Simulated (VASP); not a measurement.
# Mn (Pm-3m) in VASP: notebook

The runs below take Mn through single point, with r2SCAN.

Everything below comes from runs of VASP 6.6.1. Logs are shortened: lines on timing, memory, paths and dates and some standing lists are left out, and cuts for length are marked.

## 1. The cell of the first run

It takes space group Pm-3m (No. 221, cubic). The conventional cell has a = 2.332 Å, b = 2.332 Å, c = 2.332 Å, α = 90.00°, β = 90.00°, γ = 90.00°. Mn (site symmetry m-3m) has 6 Mn at 2.33 Å within 3.1 Å.

This isn't the form of Mn at room conditions, which is a 58-atom cubic cell.

## 2. Single point, r2SCAN, collinear spin, ferromagnetic start

POSCAR reads:

```
Mn
1.0
    2.3324620846      0.0000000000      0.0000000000
    0.0000000000      2.3324620846      0.0000000000
    0.0000000000      0.0000000000      2.3324620846
Mn
1
Direct
    0.0000000000      0.0000000000      0.0000000000
```

INCAR.step1 reads:

```
ALGO = Normal ; EDIFF = 1E-4
ENCUT = 520 ; GGA = PE
ISMEAR = -1 ; ISPIN = 2
LASPH = True ; LCHARG = False
LMAXMIX = 4 ; LREAL = False
LWAVE = True ; MAGMOM = 1.699
NBANDS = 16 ; NELM = 150
PREC = Accurate ; SIGMA = 0.05
```

INCAR.step2 reads:

```
ALGO = Normal ; EDIFF = 1E-6
ENCUT = 520 ; ISIF = 2
ISMEAR = -1 ; ISPIN = 2
ISTART = 1 ; LASPH = True
LCHARG = False ; LMAXMIX = 4
LMIXTAU = True ; LORBIT = 11
LREAL = False ; LWAVE = False
MAGMOM = 1.699 ; METAGGA = R2SCAN
NBANDS = 16 ; NELM = 150
PREC = Accurate ; SIGMA = 0.05
```

KPOINTS reads:

```
k-points
0
Gamma
  22 22 22
```

Potentials or basis: VASP PAW PBE potentials, release 64 (Mn_pv).

Started as:

```console
$ cat potpaw_PBE.64/Mn_pv/POTCAR > POTCAR
$ cp INCAR.step1 INCAR
$ mpirun -np 1 vasp_std > vasp.out
$ cp INCAR.step2 INCAR
$ mpirun -np 1 vasp_std > vasp.out
```

OUTCAR:

```text
EDIFF = 1E-6
   ENCUT = 520
   ISIF = 2
   ISMEAR = -1
   ISPIN = 2
   ISTART = 1
   LASPH = True
   LORBIT = 11
   LREAL = False
   METAGGA = R2SCAN
   NELM = 150
   PREC = Accurate

 ion  position               nearest neighbor table
   1  0.000  0.000  0.000-

  LATTYP: Found a simple cubic cell.
 ALAT       =     2.3324620846

  Lattice vectors:

 A1 = (   2.3324620846,   0.0000000000,   0.0000000000)
 A2 = (   0.0000000000,   2.3324620846,   0.0000000000)
 A3 = (   0.0000000000,   0.0000000000,   2.3324620846)

Analysis of symmetry for initial positions (statically):
=====================================================================
 Subroutine PRICEL returns:
 Original cell was already a primitive cell.

 Routine SETGRP: Setting up the symmetry group for a
 simple cubic supercell.

 Subroutine GETGRP returns: Found 48 space group operations
 (whereof 48 operations were pure point group operations)
 out of a pool of 48 trial point group operations.

The static configuration has the point symmetry O_h .

Analysis of symmetry for dynamics (positions and initial velocities):
=====================================================================
 Subroutine PRICEL returns:
 Original cell was already a primitive cell.

 Routine SETGRP: Setting up the symmetry group for a
 simple cubic supercell.

 Subroutine GETGRP returns: Found 48 space group operations
 (whereof 48 operations were pure point group operations)
 out of a pool of 48 trial point group operations.

The dynamic configuration has the point symmetry O_h .

Analysis of structural, dynamic, and magnetic symmetry:
=====================================================================
 Subroutine PRICEL returns:
 Original cell was already a primitive cell.

 Routine SETGRP: Setting up the symmetry group for a
 simple cubic supercell.

 Subroutine GETGRP returns: Found 48 space group operations
 (whereof 48 operations were pure point group operations)
 out of a pool of 48 trial point group operations.

The overall configuration has the point symmetry O_h .

 Subroutine INISYM returns: Found 48 space group operations
 (whereof 48 operations are pure point group operations),
 and found     1 'primitive' translations

----------------------------------------------------------------------------------------

                                     Primitive cell

  volume of cell :      12.6895

  direct lattice vectors                    reciprocal lattice vectors
     2.332462085  0.000000000  0.000000000     0.428731514  0.000000000  0.000000000
     0.000000000  2.332462085  0.000000000     0.000000000  0.428731514  0.000000000
     0.000000000  0.000000000  2.332462085     0.000000000  0.000000000  0.428731514

  length of vectors
     2.332462085  2.332462085  2.332462085     0.428731514  0.428731514  0.428731514

  position of ions in fractional coordinates (direct lattice)
     0.000000000  0.000000000  0.000000000

  ion indices of the primitive-cell ions
   primitive index   ion index
                 1           1

----------------------------------------------------------------------------------------

 KPOINTS: k-points

Automatic generation of k-mesh.
 Grid dimensions read from file:
 generate k-points for:   22   22   22

 Generating k-lattice:

  Cartesian coordinates                     Fractional coordinates (reciprocal lattice)
     0.019487796  0.000000000  0.000000000     0.045454545  0.000000000  0.000000000
     0.000000000  0.019487796  0.000000000     0.000000000  0.045454545  0.000000000
     0.000000000  0.000000000  0.019487796     0.000000000  0.000000000  0.045454545

  Length of vectors
     0.019487796  0.019487796  0.019487796

  Shift w.r.t. Gamma in fractional coordinates (k-lattice)
     0.000000000  0.000000000  0.000000000

 Subroutine IBZKPT returns following result:
 ===========================================

 Found    364 irreducible k-points:

 Following reciprocal coordinates:
            Coordinates               Weight
  0.000000  0.000000  0.000000      1.000000
  0.045455  0.000000  0.000000      6.000000
  0.090909  0.000000  0.000000      6.000000
  0.136364  0.000000  0.000000      6.000000
  0.181818  0.000000  0.000000      6.000000
  0.227273  0.000000  0.000000      6.000000
[... 16 lines left out ...]
  0.500000  0.045455  0.000000     12.000000
  0.090909  0.090909  0.000000     12.000000
 [... further k-points ...]
   k-points           NKPTS =    364   k-points in BZ     NKDIM =    364   number of bands    NBANDS=     16
   number of dos      NEDOS =    301   number of ions     NIONS =      1
   total plane-waves  NPLWV =   5832
   dimension x,y,z NGX =    18 NGY =   18 NGZ =   18
   dimension x,y,z NGXF=    36 NGYF=   36 NGZF=   36
   ions per type =               1
   NGX,Y,Z   is equivalent  to a cutoff of  12.83, 12.83, 12.83 a.u.
   NGXF,Y,Z  is equivalent  to a cutoff of  25.66, 25.66, 25.66 a.u.
 SYSTEM =  unknown system
   PREC   = accura    normal or accurate (medium, high low for compatibility)
   ISTART =      1    job   : 0-new  1-cont  2-samecut
   ICHARG =      0    charge: 1-file 2-atom 10-const
   ISPIN  =      2    spin polarized calculation?
   LNONCOLLINEAR =      F non collinear calculations
   LSORBIT =      F    spin-orbit coupling
   LASPH  =      T    aspherical Exc in radial PAW
   ENCUT  =  520.0 eV  38.22 Ry    6.18 a.u.   4.34  4.34  4.34*2*pi/ulx,y,z
   NELM   =    150;   NELMIN=  2; NELMDL=  0     # of ELM steps
   EDIFF  = 0.1E-05   stopping-criterion for ELM
   LREAL  =      F    real-space projection
   EDIFFG = 0.1E-04   stopping-criterion for IOM
   NSW    =      0    number of steps for IOM
   IBRION =     -1    ionic relax: 0-MD 1-quasi-New 2-CG
   NFREE  =      0    steps in history (QN), initial steepest desc. (CG)
   ISIF   =      2    stress and relaxation
   ISYM   =      2    0-nonsym 1-usesym 2-fastsym
   POTIM  = 0.5000    time-step for ionic-motion
   TEBEG  =    0.0;   TEEND  =   0.0 temperature during run
   PSTRESS=    0.0 pullay stress
   NELECT =      13.0000    total number of electrons
   NUPDOWN=      -1.0000    fix difference up-down
   EMIN   =  10.00;   EMAX   =-10.00  energy-range for DOS
   EFERMI =   0.00;   METHOD = LEGACY
   ISMEAR =    -1;   SIGMA  =   0.05  broadening in eV -4-tet -1-fermi 0-gaus
   EFERMI_NEDOS =   21; number of points for ismear=-14 and -15
   IALGO  =     38    algorithm
   IMIX   =      4    mixing-type and parameters
     AMIX     =   0.40;   BMIX     =  1.00
     AMIX_MAG =   1.60;   BMIX_MAG =  1.00
  volume/ion in A,a.u.               =      12.69        85.63
  Fermi-wavevector in a.u.,A,eV,Ry     =   1.650345  3.118699 37.057344  2.723638
  Thomas-Fermi vector in A             =   2.739310
   LORBIT       =     11    0 simple, 1 ext, 2 COOP (PROOUT), +10 PAW based schemes
   METAGGA = R2SCAN    functional components
   LHFCALC =     F    Hartree Fock is set to
   AEXX    =    0.0000 exact exchange contribution
   IVDW    =     0    specifies the selected vdW correction
   LEPSILON=     F    determine dielectric tensor
   LRPA    =     F    only Hartree local field effects (RPA)
 spin polarized calculation
  energy-cutoff  :      520.00
  volume of cell :       12.69
 maximum number of plane-waves:       360
 NGX is ok and might be reduce to    18

 number of electron      12.9999968 magnetization       1.8193304

 Free energy of the ion-electron system (eV)
  ---------------------------------------------------
  ext. energy  EPLUGINS =         0.00000000
  ---------------------------------------------------
  free energy    TOTEN  =       -13.50227538 eV

  energy without entropy =      -13.48798511  energy(sigma->0) =      -13.49513025

 E-fermi :   8.4330     XC(G=0): -14.0545

 val. band max:        8.4305993407   @ k =   0.2727   0.2273   0.0909
 cond. band min:       8.4333762741   @ k =   0.5000   0.2273   0.0455
 fundamental gap:      0.0027769335
 Fermi energy:         8.4330465544

 spin component 1

 k-point     1 :       0.0000    0.0000    0.0000
  band No.  band energies     occupation
      1     -41.8404      1.00000
      2     -41.8404      1.00000
      3     -41.8404      1.00000
      4       0.4894      1.00000
      5       4.6231      1.00000
      6       4.6231      1.00000
[... 8 lines left out ...]
     15      35.2311      0.00000
     16      38.6904      0.00000

 k-point     2 :       0.0455    0.0000    0.0000
  band No.  band energies     occupation
      1     -41.8555      1.00000
      2     -41.8391      1.00000
      3     -41.8391      1.00000
      4       0.5564      1.00000
      5       4.6358      1.00000
      6       4.6658      1.00000
[... 8 lines left out ...]
     15      35.2728      0.00000
     16      38.9648      0.00000

 k-point     3 :       0.0909    0.0000    0.0000
  band No.  band energies     occupation
      1     -41.8994      1.00000
      2     -41.8353      1.00000
      3     -41.8353      1.00000
      4       0.7547      1.00000
      5       4.6728      1.00000
      6       4.7921      1.00000
[... 8 lines left out ...]
     15      35.4877      0.00000
     16      39.9029      0.00000
[... 362 lines left out ...]
 k-point    23 :       0.5000    0.0455    0.0000
  band No.  band energies     occupation
      1     -42.5624      1.00000
      2     -41.7911      1.00000
      3     -41.7756      1.00000
      4       4.7041      1.00000
      5       5.3229      1.00000
      6       6.8219      1.00000
[... 8 lines left out ...]
     15      36.9004      0.00000
     16      38.8115      0.00000

 k-point    24 :       0.0909    0.0909    0.0000
  band No.  band energies     occupation
      1     -41.8971      1.00000
      2     -41.8910      1.00000
      3     -41.8303      1.00000
      4       1.0163      1.00000
      5       4.7807      1.00000
      6       4.9036      1.00000
[... 8 lines left out ...]
     15      36.1672      0.00000
     16      40.7154      0.00000

 [... further k-points ...]

 spin component 2

 k-point     1 :       0.0000    0.0000    0.0000
  band No.  band energies     occupation
      1     -39.1521      1.00000
      2     -39.1520      1.00000
      3     -39.1520      1.00000
      4       0.3409      1.00000
      5       5.7771      1.00000
      6       5.7775      1.00000
[... 8 lines left out ...]
     15      37.7791      0.00000
     16      40.0688      0.00000

 k-point     2 :       0.0455    0.0000    0.0000
  band No.  band energies     occupation
      1     -39.1689      1.00000
      2     -39.1507      1.00000
      3     -39.1506      1.00000
      4       0.4097      1.00000
      5       5.7917      1.00000
      6       5.8205      1.00000
[... 8 lines left out ...]
     15      38.1248      0.00000
     16      40.1133      0.00000

 k-point     3 :       0.0909    0.0000    0.0000
  band No.  band energies     occupation
      1     -39.2180      1.00000
      2     -39.1467      1.00000
      3     -39.1466      1.00000
      4       0.6138      1.00000
      5       5.8340      1.00000
      6       5.9467      1.00000
[... 8 lines left out ...]
     15      39.1039      0.00000
     16      40.4399      0.00000
[... 362 lines left out ...]
 k-point    23 :       0.5000    0.0455    0.0000
  band No.  band energies     occupation
      1     -39.9565      1.00000
      2     -39.0998      1.00000
      3     -39.0827      1.00000
      4       5.5396      1.00000
      5       6.5803      1.00000
      6       7.1513      1.00000
[... 8 lines left out ...]
     15      39.6938      0.00000
     16      39.9472      0.00000

 k-point    24 :       0.0909    0.0909    0.0000
  band No.  band energies     occupation
      1     -39.2163      1.00000
      2     -39.2083      1.00000
      3     -39.1413      1.00000
      4       0.8830      1.00000
      5       5.9453      1.00000
      6       6.0651      1.00000
[... 8 lines left out ...]
     15      39.4377      0.00000
     16      41.0307      0.00000

 [... further k-points ...]

------------------------ aborting loop because EDIFF is reached ----------------------------------------

  FORCE on cell =-STRESS in cart. coord.  units (eV):
  Direction    XX          YY          ZZ          XY          YZ          ZX
  --------------------------------------------------------------------------------------
  -------------------------------------------------------------------------------------
  Total        0.1205442      0.1205442      0.1205442      0.0000000      0.0000000     -0.0000000
  in kB       15.2199410     15.2199410     15.2199410      0.0000000      0.0000000     -0.0000000
  external PRESSURE =      15.2199410 kB  Pullay stress =       0.0000000 kB

 VOLUME and BASIS-vectors are now :
 -----------------------------------------------------------------------------
  energy-cutoff  :      520.00
  volume of cell :       12.69
      direct lattice vectors                 reciprocal lattice vectors
     2.332462085  0.000000000  0.000000000     0.428731514  0.000000000  0.000000000
     0.000000000  2.332462085  0.000000000     0.000000000  0.428731514  0.000000000
     0.000000000  0.000000000  2.332462085     0.000000000  0.000000000  0.428731514

 POSITION                                       TOTAL-FORCE (eV/Angst)
 -----------------------------------------------------------------------------------
      0.00000      0.00000      0.00000         0.000000      0.000000      0.000000
 -----------------------------------------------------------------------------------
    total drift:                                0.000000      0.000000      0.000000

  FREE ENERGIE OF THE ION-ELECTRON SYSTEM (eV)
  ---------------------------------------------------
  free  energy   TOTEN  =       -13.5022753842 eV

  energy  without entropy=      -13.4879851102  energy(sigma->0) =      -13.49513025

 total charge

# of ion       s       p       d       tot
------------------------------------------
    1        0.438   6.280   5.217  11.934

 magnetization (x)

# of ion       s       p       d       tot
------------------------------------------
    1       -0.001  -0.014   1.848   1.833
```

Wall time 12 min (1 thread of Intel Xeon 8259CL, shared host); peak memory 0.22 GiB.

Results:

```yaml
Free_energy: -13.5023 eV
Pressure: 1.5 GPa
Net_moment: 1.82 μB per cell
Site_moments: Mn +1.83 μB
Valence_electrons_inside_the_program's_atomic_spheres: Mn 11.93
```

Caveat: the PAW data sets were made with another functional, which shifts forces and pressure a little.

## 3. Single point, r2SCAN, collinear spin, antiferromagnetic start

This run uses another cell than the first one: it holds 2 atoms, not 1.

POSCAR reads:

```
Mn
1.0
    0.0000000000      2.5543710631      2.5543710631
    2.5543710631      0.0000000000      2.5543710631
    2.5543710631      2.5543710631      0.0000000000
Mn
2
Direct
    1.0000000000      0.0000000000      0.0000000000
    0.5000000000      0.5000000000      0.5000000000
```

INCAR.step1 reads:

```
PREC = Accurate
ENCUT = 520
ISMEAR = -1
SIGMA = 0.05
LREAL = False
LASPH = True
NELM = 150
ISPIN = 2
MAGMOM = 3.713 -3.713
LMAXMIX = 4
NBANDS = 24
GGA = PE
ALGO = Normal
EDIFF = 1E-4
LWAVE = True
LCHARG = False
```

INCAR.step2 reads:

```
PREC = Accurate
ENCUT = 520
EDIFF = 1E-6
ISMEAR = -1
SIGMA = 0.05
LREAL = False
LASPH = True
NELM = 150
ALGO = Normal
ISIF = 2
LWAVE = False
LCHARG = False
ISPIN = 2
MAGMOM = 3.713 -3.713
LORBIT = 11
LMAXMIX = 4
METAGGA = R2SCAN
LMIXTAU = True
NBANDS = 24
ISTART = 1
```

KPOINTS reads:

```
Automatic mesh
0
Gamma
  17 17 17
```

Potentials or basis: VASP PAW PBE potentials, release 64 (Mn_pv).

Started as:

```console
$ cat potpaw_PBE.64/Mn_pv/POTCAR > POTCAR
$ cp INCAR.step1 INCAR
$ mpirun -np 1 vasp_std > vasp.out
$ cp INCAR.step2 INCAR
$ mpirun -np 1 vasp_std > vasp.out
```

OUTCAR:

```text
PREC = Accurate
   ENCUT = 520
   EDIFF = 1E-6
   ISMEAR = -1
   LREAL = False
   LASPH = True
   NELM = 150
   ISIF = 2
   ISPIN = 2
   LORBIT = 11
   METAGGA = R2SCAN
   ISTART = 1

 ion  position               nearest neighbor table
   1  0.000  0.000  0.000-   2 2.55   2 2.55   2 2.55   2 2.55   2 2.55   2 2.55
   2  0.500  0.500  0.500-   1 2.55   1 2.55   1 2.55   1 2.55   1 2.55   1 2.55

  LATTYP: Found a face centered cubic cell.
 ALAT       =     5.1087421262

  Lattice vectors:

 A1 = (   0.0000000000,   2.5543710631,   2.5543710631)
[... 1539 lines left out ...]
  external PRESSURE =      -0.1175694 kB  Pullay stress =       0.0000000 kB

 VOLUME and BASIS-vectors are now :
 -----------------------------------------------------------------------------
  energy-cutoff  :      520.00
  volume of cell :       33.33
      direct lattice vectors                 reciprocal lattice vectors
     0.000000000  2.554371063  2.554371063    -0.195742900  0.195742900  0.195742900
     2.554371063  0.000000000  2.554371063     0.195742900 -0.195742900  0.195742900
     2.554371063  2.554371063  0.000000000     0.195742900  0.195742900 -0.195742900

 POSITION                                       TOTAL-FORCE (eV/Angst)
 -----------------------------------------------------------------------------------
      0.00000      0.00000      0.00000        -0.000000      0.000000     -0.000000
      2.55437      2.55437      2.55437         0.000000     -0.000000      0.000000
 -----------------------------------------------------------------------------------
    total drift:                                0.000000      0.000000      0.000000

  FREE ENERGIE OF THE ION-ELECTRON SYSTEM (eV)
  ---------------------------------------------------
  free  energy   TOTEN  =       -28.3972918743 eV

  energy  without entropy=      -28.3741183581  energy(sigma->0) =      -28.38570512

 total charge

# of ion       s       p       d       tot
------------------------------------------
    1        0.425   6.221   4.917  11.563
    2        0.425   6.221   4.917  11.563
--------------------------------------------------
tot          0.850  12.443   9.833  23.127

 magnetization (x)

# of ion       s       p       d       tot
------------------------------------------
    1        0.104   0.027   3.658   3.789
    2       -0.104  -0.027  -3.658  -3.789
--------------------------------------------------
tot          0.000   0.000   0.000   0.000
```

OSZICAR.step1:

```text
N       E                     dE             d eps       ncg     rms          rms(c)
DAV:   1     0.263633822012E+03    0.26363E+03   -0.15147E+04 15976   0.136E+03
DAV:   2    -0.734744947820E+01   -0.27098E+03   -0.26059E+03 16224   0.391E+02
DAV:   3    -0.178216947038E+02   -0.10474E+02   -0.10429E+02 18000   0.897E+01
DAV:   4    -0.179453860263E+02   -0.12369E+00   -0.12368E+00 17960   0.932E+00
DAV:   5    -0.179482430661E+02   -0.28570E-02   -0.28570E-02 18584   0.144E+00    0.129E+01
DAV:   6    -0.163497825754E+02    0.15985E+01   -0.81126E+00 16296   0.338E+01    0.917E+00
DAV:   7    -0.163601292462E+02   -0.10347E-01   -0.66544E-01 16232   0.956E+00    0.328E+00
DAV:   8    -0.163683852214E+02   -0.82560E-02   -0.22307E-02 18504   0.129E+00    0.114E+00
DAV:   9    -0.163638231452E+02    0.45621E-02   -0.90518E-03 17016   0.639E-01    0.239E-01
DAV:  10    -0.163642945436E+02   -0.47140E-03   -0.13499E-03 17008   0.267E-01    0.121E-01
DAV:  11    -0.163644381591E+02   -0.14362E-03   -0.36623E-04 12464   0.126E-01    0.591E-02
DAV:  12    -0.163644410905E+02   -0.29313E-05   -0.53425E-05  8656   0.406E-02
   1 F= -.16364441E+02 E0= -.16352141E+02  d E =-.246005E-01  mag=     0.0000
```

Run time: 9 min. Hardware: 1 thread of Intel Xeon 6975P-C (Granite Rapids), shared host; peak memory 0.31 GiB.

What came out:

| Quantity | Value |
| --- | --- |
| Free energy | -28.3973 eV |
| Pressure | 0.0 GPa |
| Band gap on the k mesh | zero (filled and empty bands overlap) |
| Net moment | 0.00 μB per cell |
| Site moments | Mn +3.79, -3.79 μB |
| Valence electrons inside the program's atomic spheres | Mn 11.56 |

Caveat: the antiferromagnetic order is the one typed at the start, and another may lie lower; the PAW data sets were made with another functional, which shifts forces and pressure a little.
